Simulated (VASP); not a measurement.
The system is GaP.

```
Ga P
1.0
     0.00000    2.72525    2.72525
     2.72525    0.00000    2.72525
     2.72525    2.72525    0.00000
Ga P
1 1
Cartesian
  0.0000 0.0000 0.0000
  1.3626 1.3626 1.3626
```

```yaml
Program: VASP 6.6.1
Task: relaxation of cell and atoms
Functional: PBE
Potentials_or_basis: VASP PAW PBE potentials, release 64 (Ga_d, P)
Cutoff: 600 eV
k_mesh: 8 × 8 × 8
Occupations: fermi-dirac, width 0.02 eV
Spin: no spin polarisation
```

At the start: pressure 2.5 GPa; volume 20.24 Å³/atom.

Task: Where does the relaxation end?

Result: Over 3 steps the energy falls by 4.6 meV/atom and the volume is 20.86 Å³/atom (+3.0 %); space group F-43m (No. 216, to 0.1 Å) before and after.

Step by step:
```tsv
step	energy change (eV)	largest force (eV/Å)	pressure (GPa)	volume (Å³)
1	0.0000	0.0000	2.46	40.48
2	-0.0071	0.0000	-1.06	42.33
3	-0.0092	0.0000	0.00	41.71
```

Final structure:
```cif
data_structure
_symmetry_space_group_name_H-M 'P 1'
_symmetry_Int_Tables_number 1
_cell_length_a 3.8928
_cell_length_b 3.8928
_cell_length_c 3.8928
_cell_angle_alpha 60.000
_cell_angle_beta 60.000
_cell_angle_gamma 60.000
_cell_volume 41.71
loop_
_atom_site_label
_atom_site_type_symbol
_atom_site_fract_x
_atom_site_fract_y
_atom_site_fract_z
_atom_site_occupancy
Ga1 Ga 0.00000 0.00000 0.00000 1
P1 P 0.25000 0.25000 0.25000 1
```
